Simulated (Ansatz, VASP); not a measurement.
# Two plane-wave programs on Ni2N

File INCAR:

```
SYSTEM = Ni2N
PREC = Accurate
ENCUT = 600
EDIFF = 1E-7
ISMEAR = 0
SIGMA = 0.1
LREAL = .FALSE.
LASPH = .TRUE.
NELM = 60
ALGO = Normal
ISIF = 3
LWAVE = .FALSE.
LCHARG = .FALSE.
GGA = PE
IBRION = 2
NSW = 90
EDIFFG = -0.04
```

The input KPOINTS:

```
regular mesh
0
G
  4 4 6
  0 0 0
```

The input POSCAR:

```
Ni2N
1.0
    4.4393262988      0.0000000000      0.0000000000
    0.0000000000      4.4393262988      0.0000000000
    0.0000000000      0.0000000000      2.8593745142
Ni N
4 2
Direct
    0.3060000000      0.3060000000      0.0000000000
    0.1940000000      0.8060000000      0.5000000000
    0.6940000000      0.6940000000      0.0000000000
    0.8060000000      0.1940000000      0.5000000000
    0.0000000000      0.0000000000      0.0000000000
    0.5000000000      0.5000000000      0.5000000000
```

Input for Ansatz:

```yaml
crystal:
  lattice:
    - [4.4393262988, 0.0, 0.0]
    - [0.0, 4.4393262988, 0.0]
    - [0.0, 0.0, 2.8593745142]
  atoms:
    - { symbol: Ni, position: [0.306, 0.306, 0.0] }
    - { symbol: Ni, position: [0.194, 0.806, 0.5] }
    - { symbol: Ni, position: [0.694, 0.694, 0.0] }
    - { symbol: Ni, position: [0.806, 0.194, 0.5] }
    - { symbol: "N", position: [0.0, 0.0, 0.0] }
    - { symbol: "N", position: [0.5, 0.5, 0.5] }
basis:
  ecutwfc: 420
kpoints:
  mp_grid: { grid: [4, 4, 6] }
hamiltonian:
  xc: pbe
scf:
  occupations: { method: gaussian, width: 0.1 }
  lower_state_search: "off"
output:
  forces: true
  stress: true
  eigenvalues: true
relax:
  adjacent_minimum: "off"
  f_tol: 0.04
  max_steps: 70
  cell: { stress_tol: 0.4 }
```

Alike in both runs: task relaxation of cell and atoms; functional PBE; k mesh 4 × 4 × 6; occupations gaussian, width 0.1 eV; no spin polarisation.

```csv
,VASP,Ansatz
version,VASP 6.6.1,Ansatz 0.2.0
potentials or method,"VASP PAW PBE potentials, release 64 (Ni, N), cutoff 600 eV","scalar-relativistic, plane waves, PAW"
valence electrons in the cell,50,82
```

```tsv
	VASP	Ansatz	Ansatz less VASP
gap on the k mesh at the Fermi level, each at its own relaxed structure (eV)	none	none	-
relaxed volume (Å³/atom)	9.83	9.84	+0.012
relaxed cell length with the largest relative difference (Å)	2.854	2.856	+0.0012
```

A gap of «none» marks a metal or a gap that the smearing closes. VASP's potentials hold 50 valence electrons a cell and Ansatz's 82, so a difference there can come from the potentials and not from the codes.

The k mesh is coarse, so the values compare programs but aren't converged.
